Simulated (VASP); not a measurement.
Here is a VASP 6.6.1 calculation.

Contents of INCAR:

```
SYSTEM = ScTl
PREC = Accurate
ENCUT = 520
EDIFF = 1E-6
ISMEAR = 1
SIGMA = 0.15
LREAL = .False.
LASPH = .True.
NELM = 60
ALGO = Normal
ISIF = 2
LWAVE = .False.
LCHARG = .True.
GGA = PE
LELF = .True.
LVHAR = .True.
NBANDS = 58
```

File KPOINTS:

```
regular mesh
0
Gamma
  3 2 3
  0 0 0
```

File POSCAR:

```
ScTl
1.0
    6.2577200000     -0.7067440000      0.4731370000
   -1.1421250000      6.9865130000     -0.0575770000
   -0.1151100000     -0.4811790000      4.8648230000
Tl Sc
4 4
Direct
    0.2939565651      0.1926816111      0.0315818894
    0.6655981145      0.5595048740      0.5616030670
    0.8464051038      0.9179921751      0.1398430454
    0.4477058393      0.6025496884      0.0551100843
    0.8189725657      0.3180949796      0.1522089769
    0.6464485245      1.0149368294      0.6528375857
    0.0951838477      0.8391430655      0.6239909119
    0.2209610451      0.4425988653      0.5803242315
```

Potentials or basis: VASP PAW PBE potentials, release 64 (Tl_d, Sc_sv).

Launch:

```bash
$ cat potpaw_PBE.64/Tl_d/POTCAR potpaw_PBE.64/Sc_sv/POTCAR > POTCAR
$ mpirun -np 1 vasp_std > vasp.out
```

Task: What does it give for the pressure?

Result: 5.6 GPa.

Task: Estimate the largest force.

Result: 3.042 eV/Å.

Forces in eV/Å, atoms in the order of the input:
```
Tl   0.450 -1.559 -0.005
Tl   2.320 -0.446 -0.146
Tl   0.724  0.040  0.151
Tl  -1.814  1.897  1.538
Sc   0.499  0.672 -0.498
Sc  -0.856 -0.004  0.244
Sc   0.481  0.626 -0.460
Sc  -1.803 -1.225 -0.824
```

Caveat: the k points lie up to 0.46 Å⁻¹ apart.
